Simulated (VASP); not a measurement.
# Si in VASP: further runs

Runs on Si. Level: PBE+D3(BJ). Tasks: single point.

Everything below comes from runs of VASP 6.6.1. Logs are shortened: lines on timing, memory, paths and dates and some standing lists are left out, and cuts for length are marked.

## Step 1: The cell of the first run

The cell holds a slab with vacuum, 4 atoms: a = 3.848 Å, b = 3.848 Å, c = 18.442 Å, α = 90.00°, β = 90.00°, γ = 120.00°.

## Step 2: Single point, PBE+D3(BJ)

The input, INCAR:

```
SYSTEM = Si
ALGO = Normal
DIPOL = 0.5 0.5 0.386
EDIFF = 1E-6
ENCUT = 520
GGA = PE
IDIPOL = 3
ISIF = 2
ISMEAR = 0
IVDW = 12
LASPH = .TRUE.
LCHARG = .TRUE.
LDIPOL = .TRUE.
LELF = .TRUE.
LREAL = .FALSE.
LVACPOTAV = .TRUE.
LVHAR = .TRUE.
LWAVE = .FALSE.
NBANDS = 16
NELM = 60
PREC = Accurate
SIGMA = 0.1
```

The input, KPOINTS:

```
k-points
0
G
  9 9 1
  0 0 0
```

The input, POSCAR:

```
Si
1.0
    3.8475254748      0.0000000000      0.0000000000
   -1.9237627374      3.3320548028      0.0000000000
    0.0000000000      0.0000000000     18.4415958287
Si
4
Direct
    0.3333333333      0.6666666667      0.2695427207
    0.6666666667      0.3333333333      0.2440135898
    1.5555555556     -0.5555555556      0.5282403930
    1.2222222222     -0.2222222222      0.5027112621
```

Potentials or basis: VASP PAW PBE potentials, release 64 (Si).

Started as:

```
> cat potpaw_PBE.64/Si/POTCAR > POTCAR
> mpirun -np 1 vasp_std > vasp.out
```

OUTCAR:

```text
SYSTEM = Si
   EDIFF = 1E-6
   ENCUT = 520
   GGA = PE
   ISIF = 2
   ISMEAR = 0
   IVDW = 12
   LASPH = .TRUE.
   LREAL = .FALSE.
   NELM = 60
   PREC = Accurate
 IVDW          = 12

 ion  position               nearest neighbor table
   1  0.333  0.667  0.270-   2 2.27   2 2.27   2 2.27
   2  0.667  0.333  0.244-   1 2.27   1 2.27   1 2.27
   3  0.556  0.444  0.528-   4 2.27   4 2.27   4 2.27
   4  0.222  0.778  0.503-   3 2.27   3 2.27   3 2.27

  LATTYP: Found a hexagonal cell.
 ALAT       =     3.8475254748
 C/A-ratio  =     4.7931055816

  Lattice vectors:

 A1 = (   3.8475254748,   0.0000000000,   0.0000000000)
 A2 = (  -1.9237627374,   3.3320548028,   0.0000000000)
 A3 = (   0.0000000000,   0.0000000000,  18.4415958287)

Analysis of symmetry for initial positions (statically):
=====================================================================
 Subroutine PRICEL returns:
 Original cell was already a primitive cell.

 Routine SETGRP: Setting up the symmetry group for a
 hexagonal supercell.

 Subroutine GETGRP returns: Found  2 space group operations
 (whereof  2 operations were pure point group operations)
 out of a pool of 24 trial point group operations.

The static configuration has the point symmetry C_1h.

Analysis of symmetry for dynamics (positions and initial velocities):
=====================================================================
 Subroutine PRICEL returns:
 Original cell was already a primitive cell.

 Routine SETGRP: Setting up the symmetry group for a
 hexagonal supercell.

 Subroutine GETGRP returns: Found  2 space group operations
 (whereof  2 operations were pure point group operations)
 out of a pool of 24 trial point group operations.

The dynamic configuration has the point symmetry C_1h.

 Subroutine INISYM returns: Found  2 space group operations
 (whereof  2 operations are pure point group operations),
 and found     1 'primitive' translations

----------------------------------------------------------------------------------------

                                     Primitive cell

  volume of cell :     236.4243

  direct lattice vectors                    reciprocal lattice vectors
     3.847525475  0.000000000  0.000000000     0.259907311  0.150057556  0.000000000
    -1.923762737  3.332054803  0.000000000     0.000000000  0.300115112  0.000000000
     0.000000000  0.000000000 18.441595829     0.000000000  0.000000000  0.054225242

  length of vectors
     3.847525475  3.847525475 18.441595829     0.300115112  0.300115112  0.054225242

  position of ions in fractional coordinates (direct lattice)
     0.333333333  0.666666667  0.269542721
     0.666666667  0.333333333  0.244013590
     0.555555556  0.444444444  0.528240393
     0.222222222  0.777777778  0.502711262

  ion indices of the primitive-cell ions
   primitive index   ion index
                 1           1
                 2           2
                 3           3
                 4           4

----------------------------------------------------------------------------------------

 KPOINTS: k-points

Automatic generation of k-mesh.
 Grid dimensions read from file:
 generate k-points for:    9    9    1

 Generating k-lattice:

  Cartesian coordinates                     Fractional coordinates (reciprocal lattice)
     0.028878590  0.016673062  0.000000000     0.111111111  0.000000000  0.000000000
     0.000000000  0.033346124  0.000000000     0.000000000  0.111111111  0.000000000
     0.000000000  0.000000000  0.054225242     0.000000000  0.000000000  1.000000000

  Length of vectors
     0.033346124  0.033346124  0.054225242

  Shift w.r.t. Gamma in fractional coordinates (k-lattice)
     0.000000000  0.000000000  0.000000000

 Subroutine IBZKPT returns following result:
 ===========================================

 Found     25 irreducible k-points:

 Following reciprocal coordinates:
            Coordinates               Weight
  0.000000  0.000000  0.000000      1.000000
  0.111111  0.000000  0.000000      4.000000
 -0.111111  0.111111  0.000000      2.000000
  0.222222  0.000000  0.000000      4.000000
 -0.222222  0.222222  0.000000      2.000000
  0.333333  0.000000  0.000000      4.000000
[... 16 lines left out ...]
 -0.222222 -0.444444  0.000000      4.000000
  0.444444  0.333333  0.000000      4.000000
   k-points           NKPTS =     25   k-points in BZ     NKDIM =     25   number of bands    NBANDS=     16
   number of dos      NEDOS =    301   number of ions     NIONS =      4
   total plane-waves  NPLWV = 126000
   dimension x,y,z NGX =    30 NGY =   30 NGZ =  140
   dimension x,y,z NGXF=    60 NGYF=   60 NGZF=  280
   ions per type =               4
   NGX,Y,Z   is equivalent  to a cutoff of  12.96, 12.96, 12.62 a.u.
   NGXF,Y,Z  is equivalent  to a cutoff of  25.93, 25.93, 25.24 a.u.
 SYSTEM =  Si
   PREC   = accura    normal or accurate (medium, high low for compatibility)
   ISTART =      0    job   : 0-new  1-cont  2-samecut
   ICHARG =      2    charge: 1-file 2-atom 10-const
   ISPIN  =      1    spin polarized calculation?
   LNONCOLLINEAR =      F non collinear calculations
   LSORBIT =      F    spin-orbit coupling
   LASPH  =      T    aspherical Exc in radial PAW
   ENCUT  =  520.0 eV  38.22 Ry    6.18 a.u.   7.15  7.15 34.29*2*pi/ulx,y,z
   NELM   =     60;   NELMIN=  2; NELMDL= -5     # of ELM steps
   EDIFF  = 0.1E-05   stopping-criterion for ELM
   LREAL  =      F    real-space projection
   EDIFFG = 0.1E-04   stopping-criterion for IOM
   NSW    =      0    number of steps for IOM
   IBRION =     -1    ionic relax: 0-MD 1-quasi-New 2-CG
   NFREE  =      0    steps in history (QN), initial steepest desc. (CG)
   ISIF   =      2    stress and relaxation
   ISYM   =      2    0-nonsym 1-usesym 2-fastsym
   POTIM  = 0.5000    time-step for ionic-motion
   TEBEG  =    0.0;   TEEND  =   0.0 temperature during run
   PSTRESS=    0.0 pullay stress
   NELECT =      16.0000    total number of electrons
   NUPDOWN=      -1.0000    fix difference up-down
   EMIN   =  10.00;   EMAX   =-10.00  energy-range for DOS
   EFERMI =   0.00;   METHOD = LEGACY
   ISMEAR =     0;   SIGMA  =   0.10  broadening in eV -4-tet -1-fermi 0-gaus
   EFERMI_NEDOS =   21; number of points for ismear=-14 and -15
   IALGO  =     38    algorithm
   IMIX   =      4    mixing-type and parameters
     AMIX     =   0.40;   BMIX     =  1.00
     AMIX_MAG =   1.60;   BMIX_MAG =  1.00
  volume/ion in A,a.u.               =      59.11       398.87
  Fermi-wavevector in a.u.,A,eV,Ry     =   0.667141  1.260713  6.055637  0.445077
  Thomas-Fermi vector in A             =   1.741657
   LORBIT       =      0    0 simple, 1 ext, 2 COOP (PROOUT), +10 PAW based schemes
   GGA     = PE    functional components
   LHFCALC =     F    Hartree Fock is set to
   AEXX    =    0.0000 exact exchange contribution
   IVDW    =    12    specifies the selected vdW correction
   LEPSILON=     F    determine dielectric tensor
   LRPA    =     F    only Hartree local field effects (RPA)
 non-spin polarized calculation
 Gauss-broadening in eV      SIGMA  =   0.10
  energy-cutoff  :      520.00
  volume of cell :      236.42
 maximum number of plane-waves:      6399
 NGX is ok and might be reduce to    30
   NGX = 15   NGY = 15   NGZ = 69

 number of electron      16.0000001 magnetization

 dipolmoment           0.000000      0.000000     -0.000403 electrons x Angstroem

 Free energy of the ion-electron system (eV)
  ---------------------------------------------------
  ext. energy  EPLUGINS =         0.00000000
  ---------------------------------------------------
  free energy    TOTEN  =       -19.15426072 eV

  energy without entropy =      -19.15379140  energy(sigma->0) =      -19.15402606

 E-fermi :  -0.9948     XC(G=0):  -4.2687

 val. band max:       -1.1282770093   @ k =   0.3333   0.3333   0.0000
 cond. band min:      -0.8613522621   @ k =   0.3333   0.3333   0.0000
 fundamental gap:      0.2669247471
 Fermi energy:        -0.9948151767

 k-point     1 :       0.0000    0.0000    0.0000
  band No.  band energies     occupation
      1     -12.1262      2.00000
      2     -12.0723      2.00000
      3      -4.4914      2.00000
      4      -3.9044      2.00000
      5      -2.1932      2.00000
      6      -2.1891      2.00000
[... 8 lines left out ...]
     15       2.0665      0.00000
     16       2.4091      0.00000

 k-point     2 :       0.1111    0.0000    0.0000
  band No.  band energies     occupation
      1     -11.9806      2.00000
      2     -11.9269      2.00000
      3      -4.3881      2.00000
      4      -3.8414      2.00000
      5      -3.1656      2.00000
      6      -3.1036      2.00000
[... 8 lines left out ...]
     15       2.5648      0.00000
     16       2.5860      0.00000

 k-point     3 :      -0.1111    0.1111    0.0000
  band No.  band energies     occupation
      1     -11.9806      2.00000
      2     -11.9269      2.00000
      3      -4.3873      2.00000
      4      -3.8429      2.00000
      5      -3.1616      2.00000
      6      -3.1071      2.00000
[... 8 lines left out ...]
     15       2.5549      0.00000
     16       2.5920      0.00000

 k-point     4 :       0.2222    0.0000    0.0000
  band No.  band energies     occupation
      1     -11.5499      2.00000
      2     -11.4968      2.00000
      3      -5.0476      2.00000
      4      -4.9787      2.00000
      5      -3.8047      2.00000
      6      -3.2657      2.00000
[... 8 lines left out ...]
     15       3.8613      0.00000
     16       3.8810      0.00000
[... 324 lines left out ...]
 k-point    22 :       0.3333    0.2222    0.0000
  band No.  band energies     occupation
      1      -9.6322      2.00000
      2      -9.5834      2.00000
      3      -8.0789      2.00000
      4      -8.0379      2.00000
      5      -5.0675      2.00000
      6      -5.0283      2.00000
[... 8 lines left out ...]
     15       4.6061      0.00000
     16       5.1339      0.00000

 k-point    23 :      -0.2222   -0.4444    0.0000
  band No.  band energies     occupation
      1      -9.6318      2.00000
      2      -9.5837      2.00000
      3      -8.0817      2.00000
      4      -8.0352      2.00000
      5      -5.0686      2.00000
      6      -5.0272      2.00000
[... 8 lines left out ...]
     15       4.6240      0.00000
     16       5.1097      0.00000

 k-point    24 :       0.4444    0.3333    0.0000
  band No.  band energies     occupation
      1      -9.6302      2.00000
      2      -9.5854      2.00000
      3      -8.0814      2.00000
      4      -8.0354      2.00000
      5      -5.0697      2.00000
      6      -5.0262      2.00000
[... 8 lines left out ...]
     15       4.6208      0.00000
     16       5.1254      0.00000

 [... further k-points ...]

------------------------ aborting loop because EDIFF is reached ----------------------------------------

 Edisp (eV)   -0.92259

 E8    (eV) :    -0.3906

  FORCE on cell =-STRESS in cart. coord.  units (eV):
  Direction    XX          YY          ZZ          XY          YZ          ZX
  --------------------------------------------------------------------------------------
  -------------------------------------------------------------------------------------
  Total      -0.12258    -0.12652    -0.69498    -0.00341     0.00895    -0.01550
  in kB      -0.83066    -0.85737    -4.70965    -0.02314     0.06063    -0.10501
  external pressure =       -2.13 kB  Pullay stress =        0.00 kB

 VOLUME and BASIS-vectors are now :
 -----------------------------------------------------------------------------
  energy-cutoff  :      520.00
  volume of cell :      236.42
      direct lattice vectors                 reciprocal lattice vectors
     3.847525475  0.000000000  0.000000000     0.259907311  0.150057556  0.000000000
    -1.923762737  3.332054803  0.000000000     0.000000000  0.300115112  0.000000000
     0.000000000  0.000000000 18.441595829     0.000000000  0.000000000  0.054225242

 POSITION                                       TOTAL-FORCE (eV/Angst)
 -----------------------------------------------------------------------------------
     -0.00000      2.22137      4.97080        -0.000538      0.000310      0.118858
      1.92376      1.11068      4.50000         0.003380     -0.001952      0.030271
      1.28251      1.48091      9.74160        -0.003774      0.002179     -0.032425
     -0.64125      2.59160      9.27080         0.000932     -0.000538     -0.116705
 -----------------------------------------------------------------------------------
    total drift:                                0.000001     -0.000001      0.000054

  FREE ENERGIE OF THE ION-ELECTRON SYSTEM (eV)
  ---------------------------------------------------
  free  energy   TOTEN  =       -20.0768531923 eV

  energy  without entropy=      -20.0763838682  energy(sigma->0) =      -20.07661853

 vacuum level on the upper side and lower side of the slab         3.607         3.613
```

Run time: 3.5 min. Hardware: 1 thread of Intel Xeon Platinum 8259CL at 2.50GHz (Skylake/Cascade Lake), shared host; peak memory 0.36 GiB.

What came out:

```yaml
Free_energy: -20.0769 eV
Largest_force: 0.119 eV/Å
Band_gap_on_the_k_mesh: 0.27 eV, direct
Dispersion_energy_per_atom: -0.231 eV
```

Forces in eV/Å, atoms in the order of the input:
```
Si  -0.001  0.000  0.119
Si   0.003 -0.002  0.030
Si  -0.004  0.002 -0.032
Si   0.001 -0.001 -0.117
```

## Step 3: Single point, PBE+D3(BJ)

The input, INCAR:

```
SYSTEM = Si
PREC = Accurate ; ENCUT = 520
EDIFF = 1E-7 ; ISMEAR = 0
SIGMA = 0.1 ; LREAL = .False.
LASPH = .True. ; NELM = 80
ALGO = Normal ; ISIF = 2
LWAVE = .False. ; LCHARG = .False.
LDIPOL = .True. ; IDIPOL = 3
DIPOL = 0.5 0.5 0.413 ; GGA = PE
IVDW = 12 ; NBANDS = 16
```

The input, KPOINTS:

```
regular mesh
0
Gamma
  9 9 1
  0 0 0
```

POSCAR: that of step 2 with these lines changed.

```diff
@@ -10,3 +10,3 @@
     0.6666666667      0.3333333333      0.2440135898
-    1.5555555556     -0.5555555556      0.5282403930
-    1.2222222222     -0.2222222222      0.5027112621
+    1.5555555556     -0.5555555556      0.5824656352
+    1.2222222222     -0.2222222222      0.5569365043
```

Potentials or basis: VASP PAW PBE potentials, release 64 (Si).

Started as:

```
> cat potpaw_PBE.64/Si/POTCAR > POTCAR
> mpirun -np 1 vasp_std > vasp.out
```

OUTCAR:

```text
SYSTEM = Si
   PREC = Accurate
   ENCUT = 520
   EDIFF = 1E-7
   ISMEAR = 0
   LREAL = .False.
   LASPH = .True.
   NELM = 80
   ISIF = 2
   GGA = PE
   IVDW = 12
 IVDW          = 12

 ion  position               nearest neighbor table
   1  0.333  0.667  0.270-   2 2.27   2 2.27   2 2.27
   2  0.667  0.333  0.244-   1 2.27   1 2.27   1 2.27
   3  0.556  0.444  0.582-   4 2.27   4 2.27   4 2.27
   4  0.222  0.778  0.557-   3 2.27   3 2.27   3 2.27

  LATTYP: Found a hexagonal cell.
 ALAT       =     3.8475254748
 C/A-ratio  =     4.7931055816

  Lattice vectors:

 A1 = (   3.8475254748,   0.0000000000,   0.0000000000)
 A2 = (  -1.9237627374,   3.3320548028,   0.0000000000)
 A3 = (   0.0000000000,   0.0000000000,  18.4415958287)

Analysis of symmetry for initial positions (statically):
=====================================================================
 Subroutine PRICEL returns:
 Original cell was already a primitive cell.

 Routine SETGRP: Setting up the symmetry group for a
 hexagonal supercell.

[... 180 lines left out ...]

 k-point     1 :       0.0000    0.0000    0.0000
  band No.  band energies     occupation
      1     -12.0939      2.00000
      2     -12.0858      2.00000
      3      -4.2727      2.00000
      4      -4.1008      2.00000
      5      -2.1761      2.00000
      6      -2.1756      2.00000
[... 433 lines left out ...]
      3      -8.0523      2.00000
      4      -8.0458      2.00000
      5      -5.0421      2.00000
      6      -5.0350      2.00000
[... 8 lines left out ...]
     15       4.6372      0.00000
     16       5.1664      0.00000

 [... further k-points ...]

------------------------ aborting loop because EDIFF is reached ----------------------------------------

 vacuum level on the upper side and lower side of the slab       (xc-potential included)        -0.142        -0.130

 Edisp (eV)   -0.84020

 E8    (eV) :    -0.3579

  FORCE on cell =-STRESS in cart. coord.  units (eV):
  Direction    XX          YY          ZZ          XY          YZ          ZX
  --------------------------------------------------------------------------------------
  -------------------------------------------------------------------------------------
  Total      -0.06010    -0.06048    -0.38760    -0.00033    -0.00170     0.00295
  in kB      -0.40728    -0.40983    -2.62667    -0.00221    -0.01154     0.01998
  external pressure =       -1.15 kB  Pullay stress =        0.00 kB

 VOLUME and BASIS-vectors are now :
 -----------------------------------------------------------------------------
  energy-cutoff  :      520.00
  volume of cell :      236.42
      direct lattice vectors                 reciprocal lattice vectors
     3.847525475  0.000000000  0.000000000     0.259907311  0.150057556  0.000000000
    -1.923762737  3.332054803  0.000000000     0.000000000  0.300115112  0.000000000
     0.000000000  0.000000000 18.441595829     0.000000000  0.000000000  0.054225242

 POSITION                                       TOTAL-FORCE (eV/Angst)
 -----------------------------------------------------------------------------------
     -0.00000      2.22137      4.97080        -0.000813      0.000469      0.040845
      1.92376      1.11068      4.50000         0.000224     -0.000129      0.022675
      1.28251      1.48091     10.74160        -0.000134      0.000077     -0.022978
     -0.64125      2.59160     10.27080         0.000723     -0.000417     -0.040543
 -----------------------------------------------------------------------------------
    total drift:                               -0.000001      0.000001      0.000058

  FREE ENERGIE OF THE ION-ELECTRON SYSTEM (eV)
  ---------------------------------------------------
  free  energy   TOTEN  =       -19.9736991688 eV

  energy  without entropy=      -19.9699261864  energy(sigma->0) =      -19.97181268

 vacuum level on the upper side and lower side of the slab         3.477         3.489
```

Run time: 3.5 min. Hardware: 1 thread of Intel Xeon Platinum 8259CL at 2.50GHz (Skylake/Cascade Lake), shared host; peak memory 0.36 GiB.

Results:

| Property | Result |
| --- | --- |
| Free energy | -19.9737 eV |
| Largest force | 0.041 eV/Å |
| Band gap on the k mesh | 0.07 eV, direct |
| Dispersion energy per atom | -0.210 eV |

Forces on the atoms (eV/Å):
```
Si  -0.001  0.000  0.041
Si   0.000  0.000  0.023
Si   0.000  0.000 -0.023
Si   0.001  0.000 -0.041
```

## Step 4: Single point, PBE+D3(BJ)

The input, INCAR:

```
SYSTEM = Si
  PREC = Accurate
  ENCUT = 520
  EDIFF = 1E-6
  ISMEAR = 0
  SIGMA = 0.1
  LREAL = .FALSE.
  LASPH = .TRUE.
  NELM = 80
  ALGO = Normal
  ISIF = 2
  LWAVE = .FALSE.
  LCHARG = .FALSE.
  LDIPOL = .TRUE.
  IDIPOL = 3
  DIPOL = 0.5 0.5 0.364
  GGA = PE
  IVDW = 12
  NBANDS = 16
```

The input, KPOINTS:

```
regular mesh
0
G
  9 9 1
  0 0 0
```

POSCAR: that of step 3 with these lines changed.

```diff
@@ -10,3 +10,3 @@
     0.6666666667      0.3333333333      0.2440135898
-    1.5555555556     -0.5555555556      0.5824656352
-    1.2222222222     -0.2222222222      0.5569365043
+    0.8888888889      0.1111111111      0.4848601993
+    0.5555555556      0.4444444444      0.4593310684
```

Started as:

```
> cat potpaw_PBE.64/Si/POTCAR > POTCAR
> mpirun -np 1 vasp_std > vasp.out
```

Wall time 3.1 min (1 thread of Intel Xeon Platinum 8259CL at 2.50GHz (Skylake/Cascade Lake), shared host); peak memory 0.36 GiB.

It converged, with:

* Free energy: -20.2434 eV
* Largest force: 0.271 eV/Å
* Band gap on the k mesh: 0.46 eV, indirect (least direct gap 0.50 eV)
* Dispersion energy per atom: -0.261 eV

Forces on the atoms (eV/Å):
```
Si   0.000  0.000  0.212
Si  -0.013  0.007  0.038
Si   0.020 -0.011  0.021
Si  -0.007  0.004 -0.271
```

Levels at points of the mesh, in eV from the valence-band top:
```
           k point  band 4  band 5  band 6  band 7  band 8  band 9  band 10  band 11  band 12  band 13
(0.00, 0.00, 0.00)   -2.25   -1.02   -1.00   -0.89   -0.88    2.21     2.35     2.57     3.21     3.22
```
